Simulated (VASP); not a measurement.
BP: single point with LDA

The system is BP.

```
B P
1.0
     2.19037    2.19037    0.00000
    -2.19037    2.19037    0.00000
     0.00000    2.19037    2.19037
B P
1 1
Direct
  0.00000 0.00000 0.00000
  0.75000 0.25000 0.50000
```

```yaml
Program: VASP 6.6.1
Task: single point
Functional: LDA
Potentials_or_basis: VASP PAW LDA potentials, release 64 (B, P)
Cutoff: 520 eV
k_mesh: 8 × 8 × 8
Occupations: gaussian, width 0.01 eV
Spin: no spin polarisation
```

```
Pressure               : 14.8 GPa
Band gap on the k mesh : 1.10 eV, indirect (least direct gap 3.57 eV)
```

Levels at points of the mesh, in eV from the valence-band top:
```tsv
k point	band 1	band 2	band 3	band 4	band 5	band 6	band 7	band 8
(0.00, 0.00, 0.00)	-16.35	0.00	0.00	0.00	3.57	3.57	3.57	9.03
(0.50, 0.00, 0.00)	-12.60	-9.79	-1.87	-1.87	4.44	4.76	4.76	10.30
(0.50, 0.50, 0.00)	-10.96	-9.03	-4.49	-4.49	1.10	1.48	13.01	13.01
```

It took 3.6 s on 1 thread of Intel(R) Xeon(R) Platinum 8259CL CPU @ 2.50GHz (Skylake/Cascade Lake), with other jobs on the host, peak memory 0.12 GiB.

A k mesh can miss the band edges.
